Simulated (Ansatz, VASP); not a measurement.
**Pt: VASP beside Ansatz**

The input POSCAR:

```
Pt
1.0
    0.0000000000      1.9590400275      1.9590400275
    1.9590400275      0.0000000000      1.9590400275
    1.9590400275      1.9590400275      0.0000000000
Pt
1
Direct
    0.0000000000      0.0000000000      0.0000000000
```

File INCAR.step1:

```
PREC = Accurate
ENCUT = 550
ISMEAR = 0
SIGMA = 0.1
LREAL = False
LASPH = True
NELM = 120
NBANDS = 11
GGA = PE
ALGO = Normal
EDIFF = 1E-5
LWAVE = True
LCHARG = False
GGA_COMPAT = False
```

File INCAR.step2:

```
PREC = Accurate
ENCUT = 550
EDIFF = 1E-6
ISMEAR = 0
SIGMA = 0.1
LREAL = False
LASPH = True
NELM = 120
ALGO = Normal
ISIF = 2
LWAVE = False
LCHARG = False
METAGGA = R2SCAN
LMIXTAU = True
NBANDS = 11
ISTART = 1
GGA_COMPAT = False
```

KPOINTS

```
Automatic mesh
0
Gamma
  18 18 18
```

Input for Ansatz:

```yaml
crystal:
  lattice:
    - [0.0, 1.9590400275, 1.9590400275]
    - [1.9590400275, 0.0, 1.9590400275]
    - [1.9590400275, 1.9590400275, 0.0]
  atoms:
    - { symbol: Pt, position: [0.0, 0.0, 0.0] }
basis:
  ecutwfc: 500
kpoints:
  mp_grid: { grid: [18, 18, 18] }
  band_path:
    path:
      - [0.0, 0.0, 0.0]
      - [0.5, 0.0, 0.5]
      - [0.625, 0.25, 0.625]
      - [0.375, 0.375, 0.75]
      - [0.5, 0.5, 0.5]
      - [0.5, 0.25, 0.75]
      - [0.22222222, -0.5, -0.27777778]
      - [0.0, 0.0, 0.16666667]
    npoints: 1
hamiltonian:
  xc: r2scan
scf:
  occupations: { method: gaussian, width: 0.1 }
  n_extra_bands: 4
output:
  forces: true
  stress: true
  eigenvalues: true
```

Alike in both runs: task single point; functional r2SCAN; k mesh 18 × 18 × 18; occupations gaussian, width 0.1 eV; no spin polarisation.

|  | VASP | Ansatz |
| --- | --- | --- |
| version | VASP 6.6.1 | Ansatz 0.2.0 |
| potentials or method | VASP PAW PBE potentials, release 64 (Pt), cutoff 550 eV | scalar-relativistic, plane waves, PAW |
| valence electrons in the cell | 10 | 18 |

|  | VASP | Ansatz | Ansatz less VASP |
| --- | --- | --- | --- |
| gap on the k mesh at the Fermi level (eV) | none | none | - |
| pressure (GPa) | 5.6 | 4.8 | -0.81 |

VASP's potentials were made for PBE, not for r2SCAN. A gap of «none» marks a metal or a gap that the smearing closes. VASP's potentials hold 10 valence electrons a cell and Ansatz's 18, so a difference there can come from the potentials and not from the codes.

Spin-orbit coupling is off throughout.
